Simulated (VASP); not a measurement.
Input of a VASP 6.6.1 run:

Contents of INCAR:

```
ALGO     = Normal         # electronic algorithm
EDIFF    = 1E-6           # SCF threshold, eV
ENCUT    = 520            # plane-wave cutoff, eV
GGA      = PS             # functional
ISIF     = 2              # what is computed and relaxed
ISMEAR   = 1              # smearing method
LASPH    = T              # aspherical terms in the spheres
LCHARG   = T              # write CHGCAR
LELF     = T              # ELF
LREAL    = F              # projectors in reciprocal space
LVHAR    = T            
LWAVE    = F              # write WAVECAR
NBANDS   = 13             # bands
NELM     = 80             # most SCF steps
PREC     = Accurate       # precision mode
SIGMA    = 0.1            # smearing width, eV
```

Contents of KPOINTS:

```
k-points
0
Gamma
  7 7 7
```

Contents of POSCAR:

```
Al2O
1.0
    0.0000000000      2.7974683075      2.7974683075
    2.7974683075      0.0000000000      2.7974683075
    2.7974683075      2.7974683075      0.0000000000
Al O
2 1
Direct
    0.2500000000      0.2500000000      0.2500000000
    0.7500000000      0.7500000000      0.7500000000
    0.0000000000      0.0000000000      0.0000000000
```

Potentials or basis: VASP PAW PBE potentials, release 64 (Al, O).

The run is started by

```console
$ cat potpaw_PBE.64/Al/POTCAR potpaw_PBE.64/O/POTCAR > POTCAR
$ mpirun -np 1 vasp_std > vasp.out
```

(1) What does it give for the band gap on the k mesh?

(2) Predict the pressure.

Results:

(1) zero (band 6 reaches 8.45 eV, above the bottom of band 7 at 6.78 eV).

(2) 0.8 GPa.

Caveat: the PAW data sets were made with another functional, which shifts forces and pressure a little.
